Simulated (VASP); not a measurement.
# TaH (P6_3/mmc) in VASP: single point with PBE

Aim: the single point of TaH with PBE.

Program: VASP 6.6.1. These are calculated values, not measurements. Logs are shortened: lines on timing, memory, paths and dates and some standing lists are left out, and cuts for length are marked.

### 1 The cell of the first run

Symmetry: P6_3/mmc, No. 194, hexagonal system. Conventional cell: a = 2.954 Å, b = 2.954 Å, c = 5.353 Å, α = 90.00°, β = 90.00°, γ = 120.00°. Ta (site symmetry -6m2) has 6 H at 2.17 Å within 2.9 Å. H (site symmetry -3m) has 6 Ta at 2.17 Å and 2 H at 2.68 Å within 2.9 Å.

### 2 Single point, PBE

Contents of INCAR:

```
SYSTEM = TaH
ALGO = Normal
EDIFF = 1E-6
ENCUT = 500
GGA = PE
GGA_COMPAT = .False.
ISIF = 2
ISMEAR = 0
LASPH = .True.
LCHARG = .True.
LELF = .True.
LREAL = .False.
LVHAR = .True.
LWAVE = .False.
NBANDS = 20
NELM = 120
PREC = Accurate
SIGMA = 0.1
```

Contents of KPOINTS:

```
k-points
0
Gamma
  6 6 4
  0 0 0
```

Contents of POSCAR:

```
TaH
1.0
    2.9543541385      0.0000000000      0.0000000000
   -1.4771770692      2.5585457357      0.0000000000
    0.0000000000      0.0000000000      5.3531675191
Ta H
2 2
Direct
    0.3333333333      0.6666666667      0.2500000000
    0.6666666667      0.3333333333      0.7500000000
    0.0000000000      0.0000000000      0.5000000000
    0.0000000000      0.0000000000      0.0000000000
```

Potentials or basis: VASP PAW PBE potentials, release 64 (Ta_pv, H).

Run with:

```
$ cat potpaw_PBE.64/Ta_pv/POTCAR potpaw_PBE.64/H/POTCAR > POTCAR
$ mpirun -np 1 vasp_std > vasp.out
```

OUTCAR:

```text
SYSTEM = TaH
   EDIFF = 1E-6
   ENCUT = 500
   GGA = PE
   ISIF = 2
   ISMEAR = 0
   LASPH = .True.
   LREAL = .False.
   NELM = 120
   PREC = Accurate

 ion  position               nearest neighbor table
   1  0.333  0.667  0.250-   3 2.17   4 2.17   3 2.17   4 2.17   3 2.17   4 2.17   2 3.17   2 3.17
                             2 3.17   2 3.17   2 3.17   2 3.17
   2  0.667  0.333  0.750-   3 2.17   4 2.17   3 2.17   4 2.17   3 2.17   4 2.17   1 3.17   1 3.17
                             1 3.17   1 3.17   1 3.17   1 3.17
   3  0.000  0.000  0.500-   1 2.17   2 2.17   1 2.17   2 2.17   2 2.17   1 2.17
   4  0.000  0.000  0.000-   1 2.17   2 2.17   1 2.17   2 2.17   2 2.17   1 2.17

  LATTYP: Found a hexagonal cell.
 ALAT       =     2.9543541385
 C/A-ratio  =     1.8119586441

  Lattice vectors:

 A1 = (   2.9543541385,   0.0000000000,   0.0000000000)
 A2 = (  -1.4771770692,   2.5585457357,   0.0000000000)
 A3 = (   0.0000000000,   0.0000000000,   5.3531675191)

Analysis of symmetry for initial positions (statically):
=====================================================================
 Subroutine PRICEL returns:
 Original cell was already a primitive cell.

 Routine SETGRP: Setting up the symmetry group for a
 hexagonal supercell.

 Subroutine GETGRP returns: Found 24 space group operations
 (whereof 12 operations were pure point group operations)
 out of a pool of 24 trial point group operations.

The static configuration has the point symmetry D_3d.
 The point group associated with its full space group is D_6h.

Analysis of symmetry for dynamics (positions and initial velocities):
=====================================================================
 Subroutine PRICEL returns:
 Original cell was already a primitive cell.

 Routine SETGRP: Setting up the symmetry group for a
 hexagonal supercell.

 Subroutine GETGRP returns: Found 24 space group operations
 (whereof 12 operations were pure point group operations)
 out of a pool of 24 trial point group operations.

The dynamic configuration has the point symmetry D_3d.
 The point group associated with its full space group is D_6h.

 Subroutine INISYM returns: Found 24 space group operations
 (whereof 12 operations are pure point group operations),
 and found     1 'primitive' translations

----------------------------------------------------------------------------------------

                                     Primitive cell

  volume of cell :      40.4638

  direct lattice vectors                    reciprocal lattice vectors
     2.954354138  0.000000000  0.000000000     0.338483456  0.195423515  0.000000000
    -1.477177069  2.558545736  0.000000000     0.000000000  0.390847029  0.000000000
     0.000000000  0.000000000  5.353167519     0.000000000  0.000000000  0.186805288

  length of vectors
     2.954354138  2.954354138  5.353167519     0.390847029  0.390847029  0.186805288

  position of ions in fractional coordinates (direct lattice)
     0.333333333  0.666666667  0.250000000
     0.666666667  0.333333333  0.750000000
     0.000000000  0.000000000  0.500000000
     0.000000000  0.000000000  0.000000000

  ion indices of the primitive-cell ions
   primitive index   ion index
                 1           1
                 2           2
                 3           3
                 4           4

----------------------------------------------------------------------------------------

 KPOINTS: k-points

Automatic generation of k-mesh.
 Grid dimensions read from file:
 generate k-points for:    6    6    4

 Generating k-lattice:

  Cartesian coordinates                     Fractional coordinates (reciprocal lattice)
     0.056413909  0.032570586  0.000000000     0.166666667  0.000000000  0.000000000
     0.000000000  0.065141172  0.000000000     0.000000000  0.166666667  0.000000000
     0.000000000  0.000000000  0.046701322     0.000000000  0.000000000  0.250000000

  Length of vectors
     0.065141172  0.065141172  0.046701322

  Shift w.r.t. Gamma in fractional coordinates (k-lattice)
     0.000000000  0.000000000  0.000000000

 Subroutine IBZKPT returns following result:
 ===========================================

 Found     21 irreducible k-points:

 Following reciprocal coordinates:
            Coordinates               Weight
  0.000000  0.000000  0.000000      1.000000
  0.166667 -0.000000  0.000000      6.000000
  0.333333 -0.000000  0.000000      6.000000
  0.500000 -0.000000  0.000000      3.000000
  0.166667  0.166667  0.000000      6.000000
  0.333333  0.166667  0.000000     12.000000
[... 13 lines left out ...]
  0.333333  0.166667  0.500000     12.000000
  0.333333  0.333333  0.500000      2.000000
   k-points           NKPTS =     21   k-points in BZ     NKDIM =     21   number of bands    NBANDS=     20
   number of dos      NEDOS =    301   number of ions     NIONS =      4
   total plane-waves  NPLWV =  23040
   dimension x,y,z NGX =    24 NGY =   24 NGZ =   40
   dimension x,y,z NGXF=    48 NGYF=   48 NGZF=   80
   ions per type =               2   2
   NGX,Y,Z   is equivalent  to a cutoff of  13.51, 13.51, 12.42 a.u.
   NGXF,Y,Z  is equivalent  to a cutoff of  27.01, 27.01, 24.84 a.u.
 SYSTEM =  TaH
   PREC   = accura    normal or accurate (medium, high low for compatibility)
   ISTART =      0    job   : 0-new  1-cont  2-samecut
   ICHARG =      2    charge: 1-file 2-atom 10-const
   ISPIN  =      1    spin polarized calculation?
   LNONCOLLINEAR =      F non collinear calculations
   LSORBIT =      F    spin-orbit coupling
   LASPH  =      T    aspherical Exc in radial PAW
   ENCUT  =  500.0 eV  36.75 Ry    6.06 a.u.   5.39  5.39  9.76*2*pi/ulx,y,z
   NELM   =    120;   NELMIN=  2; NELMDL= -5     # of ELM steps
   EDIFF  = 0.1E-05   stopping-criterion for ELM
   LREAL  =      F    real-space projection
   EDIFFG = 0.1E-04   stopping-criterion for IOM
   NSW    =      0    number of steps for IOM
   IBRION =     -1    ionic relax: 0-MD 1-quasi-New 2-CG
   NFREE  =      0    steps in history (QN), initial steepest desc. (CG)
   ISIF   =      2    stress and relaxation
   ISYM   =      2    0-nonsym 1-usesym 2-fastsym
   POTIM  = 0.5000    time-step for ionic-motion
   TEBEG  =    0.0;   TEEND  =   0.0 temperature during run
   PSTRESS=    0.0 pullay stress
   NELECT =      24.0000    total number of electrons
   NUPDOWN=      -1.0000    fix difference up-down
   EMIN   =  10.00;   EMAX   =-10.00  energy-range for DOS
   EFERMI =   0.00;   METHOD = LEGACY
   ISMEAR =     0;   SIGMA  =   0.10  broadening in eV -4-tet -1-fermi 0-gaus
   EFERMI_NEDOS =   21; number of points for ismear=-14 and -15
   IALGO  =     38    algorithm
   IMIX   =      4    mixing-type and parameters
     AMIX     =   0.40;   BMIX     =  1.00
     AMIX_MAG =   1.60;   BMIX_MAG =  1.00
  volume/ion in A,a.u.               =      10.12        68.27
  Fermi-wavevector in a.u.,A,eV,Ry     =   1.375487  2.599293 25.741727  1.891964
  Thomas-Fermi vector in A             =   2.500818
   LORBIT       =      0    0 simple, 1 ext, 2 COOP (PROOUT), +10 PAW based schemes
   GGA     = PE    functional components
   LHFCALC =     F    Hartree Fock is set to
   AEXX    =    0.0000 exact exchange contribution
   IVDW    =     0    specifies the selected vdW correction
   LEPSILON=     F    determine dielectric tensor
   LRPA    =     F    only Hartree local field effects (RPA)
 non-spin polarized calculation
 Gauss-broadening in eV      SIGMA  =   0.10
  energy-cutoff  :      500.00
  volume of cell :       40.46
 maximum number of plane-waves:      1063
 NGX is ok and might be reduce to    24
   NGX = 11   NGY = 11   NGZ = 19

 number of electron      24.0000000 magnetization

 Free energy of the ion-electron system (eV)
  ---------------------------------------------------
  ext. energy  EPLUGINS =         0.00000000
  ---------------------------------------------------
  free energy    TOTEN  =       -30.67729711 eV

  energy without entropy =      -30.67320062  energy(sigma->0) =      -30.67524886

 E-fermi :   6.0125     XC(G=0): -12.5677

 val. band max:        5.9911426191   @ k =   0.3333   0.3333   0.0000
 cond. band min:       6.0797236234   @ k =   0.3333   0.3333   0.2500
 fundamental gap:      0.0885810043
 Fermi energy:         6.0125221724

 k-point     1 :       0.0000    0.0000    0.0000
  band No.  band energies     occupation
      1     -28.7558      2.00000
      2     -28.1038      2.00000
      3     -27.9128      2.00000
      4     -27.9128      2.00000
      5     -27.8546      2.00000
      6     -27.8546      2.00000
[... 12 lines left out ...]
     19      12.2989      0.00000
     20      13.0717      0.00000

 k-point     2 :       0.1667   -0.0000    0.0000
  band No.  band energies     occupation
      1     -28.6812      2.00000
      2     -28.1412      2.00000
      3     -28.1087      2.00000
      4     -28.0842      2.00000
      5     -27.9732      2.00000
      6     -27.8976      2.00000
[... 12 lines left out ...]
     19      12.9210      0.00000
     20      13.8915      0.00000

 k-point     3 :       0.3333   -0.0000    0.0000
  band No.  band energies     occupation
      1     -28.5907      2.00000
      2     -28.5079      2.00000
      3     -28.5059      2.00000
      4     -28.1409      2.00000
      5     -28.0877      2.00000
      6     -27.9866      2.00000
[... 12 lines left out ...]
     19      12.2631      0.00000
     20      13.7289      0.00000

 k-point     4 :       0.5000   -0.0000    0.0000
  band No.  band energies     occupation
      1     -28.8077      2.00000
      2     -28.7044      2.00000
      3     -28.3875      2.00000
      4     -28.1900      2.00000
      5     -28.1430      2.00000
      6     -28.0316      2.00000
[... 12 lines left out ...]
     19      12.0229      0.00000
     20      14.2026      0.00000

 k-point     5 :       0.1667    0.1667    0.0000
  band No.  band energies     occupation
      1     -28.5565      2.00000
      2     -28.4098      2.00000
      3     -28.3986      2.00000
      4     -28.1279      2.00000
      5     -28.0834      2.00000
      6     -28.0215      2.00000
[... 12 lines left out ...]
     19      12.5418      0.00000
     20      14.2165      0.00000

 k-point     6 :       0.3333    0.1667    0.0000
  band No.  band energies     occupation
      1     -28.6939      2.00000
      2     -28.6062      2.00000
      3     -28.3922      2.00000
      4     -28.2510      2.00000
      5     -28.1853      2.00000
      6     -28.1559      2.00000
[... 12 lines left out ...]
     19      13.5661      0.00000
     20      14.0854      0.00000

 k-point     7 :       0.3333    0.3333    0.0000
  band No.  band energies     occupation
      1     -28.5952      2.00000
      2     -28.4842      2.00000
      3     -28.4842      2.00000
      4     -28.4208      2.00000
      5     -28.2708      2.00000
      6     -28.2708      2.00000
[... 12 lines left out ...]
     19      12.0028      0.00000
     20      13.7109      0.00000
[... 208 lines left out ...]
 k-point    17 :       0.3333   -0.0000    0.5000
  band No.  band energies     occupation
      1     -28.6131      2.00000
      2     -28.6131      2.00000
      3     -28.2592      2.00000
      4     -28.2592      2.00000
      5     -28.0374      2.00000
      6     -28.0374      2.00000
[... 12 lines left out ...]
     19      12.9736      0.00000
     20      12.9736      0.00000

 k-point    18 :       0.5000   -0.0000    0.5000
  band No.  band energies     occupation
      1     -28.8001      2.00000
      2     -28.8001      2.00000
      3     -28.2417      2.00000
      4     -28.2417      2.00000
      5     -28.0876      2.00000
      6     -28.0876      2.00000
[... 12 lines left out ...]
     19      14.2312      0.00000
     20      14.2312      0.00000

 k-point    19 :       0.1667    0.1667    0.5000
  band No.  band energies     occupation
      1     -28.4992      2.00000
      2     -28.4992      2.00000
      3     -28.2494      2.00000
      4     -28.2494      2.00000
      5     -28.0516      2.00000
      6     -28.0516      2.00000
[... 12 lines left out ...]
     19      13.0838      0.00000
     20      13.0838      0.00000

 k-point    20 :       0.3333    0.1667    0.5000
  band No.  band energies     occupation
      1     -28.6949      2.00000
      2     -28.6949      2.00000
      3     -28.2836      2.00000
      4     -28.2836      2.00000
      5     -28.1613      2.00000
      6     -28.1613      2.00000
[... 12 lines left out ...]
     19      14.3229      0.00000
     20      14.3229      0.00000

 k-point    21 :       0.3333    0.3333    0.5000
  band No.  band energies     occupation
      1     -28.5657      2.00000
      2     -28.5657      2.00000
      3     -28.5088      2.00000
      4     -28.5088      2.00000
      5     -28.1852      2.00000
      6     -28.1852      2.00000
[... 12 lines left out ...]
     19      13.8641      0.00000
     20      13.8643      0.00000

------------------------ aborting loop because EDIFF is reached ----------------------------------------

  FORCE on cell =-STRESS in cart. coord.  units (eV):
  Direction    XX          YY          ZZ          XY          YZ          ZX
  --------------------------------------------------------------------------------------
  -------------------------------------------------------------------------------------
  Total       -0.2638247     -0.2638247      0.0136137     -0.0000000     -0.0000000     -0.0000000
  in kB      -10.4462284    -10.4462284      0.5390381     -0.0000000     -0.0000000     -0.0000000
  external PRESSURE =      -6.7844729 kB  Pullay stress =       0.0000000 kB

 VOLUME and BASIS-vectors are now :
 -----------------------------------------------------------------------------
  energy-cutoff  :      500.00
  volume of cell :       40.46
      direct lattice vectors                 reciprocal lattice vectors
     2.954354138  0.000000000  0.000000000     0.338483456  0.195423515  0.000000000
    -1.477177069  2.558545736  0.000000000     0.000000000  0.390847029  0.000000000
     0.000000000  0.000000000  5.353167519     0.000000000  0.000000000  0.186805288

 POSITION                                       TOTAL-FORCE (eV/Angst)
 -----------------------------------------------------------------------------------
     -0.00000      1.70570      1.33829         0.000000     -0.000000      0.000000
      1.47718      0.85285      4.01488        -0.000000      0.000000      0.000000
      0.00000      0.00000      2.67658         0.000000      0.000000      0.000000
      0.00000      0.00000      0.00000         0.000000      0.000000      0.000000
 -----------------------------------------------------------------------------------
    total drift:                               -0.000000      0.000000     -0.000000

  FREE ENERGIE OF THE ION-ELECTRON SYSTEM (eV)
  ---------------------------------------------------
  free  energy   TOTEN  =       -30.6772971103 eV

  energy  without entropy=      -30.6732006195  energy(sigma->0) =      -30.67524886
```

It took 11 s on 1 thread of Intel Xeon 6975P-C (Granite Rapids), shared host; peak memory 0.16 GiB.

Results:

* Free energy: -30.6773 eV
* Pressure: -0.7 GPa
* Band gap on the k mesh: zero (band 12 reaches 6.23 eV, above the bottom of band 13 at 5.61 eV)

Levels at points of the mesh, in eV from the Fermi level:
| k point | band 9 | band 10 | band 11 | band 12 | band 13 | band 14 | band 15 | band 16 |
| --- | --- | --- | --- | --- | --- | --- | --- | --- |
| (0.00, 0.00, 0.00) | -5.35 | -1.05 | 0.10 | 0.10 | 0.77 | 0.77 | 2.47 | 2.47 |
| (0.50, 0.00, 0.00) | -4.51 | -2.40 | -1.22 | -0.36 | 0.20 | 4.62 | 5.51 | 5.59 |
| (0.00, 0.00, 0.50) | -2.45 | -2.45 | 0.21 | 0.21 | 0.21 | 0.21 | 3.69 | 3.69 |
| (0.50, 0.00, 0.50) | -2.76 | -2.76 | -1.19 | -1.19 | 1.80 | 1.80 | 4.32 | 4.32 |

Caveat: the k points lie up to 0.41 Å⁻¹ apart; spin-orbit coupling is left out, which moves the levels of the heavy elements.
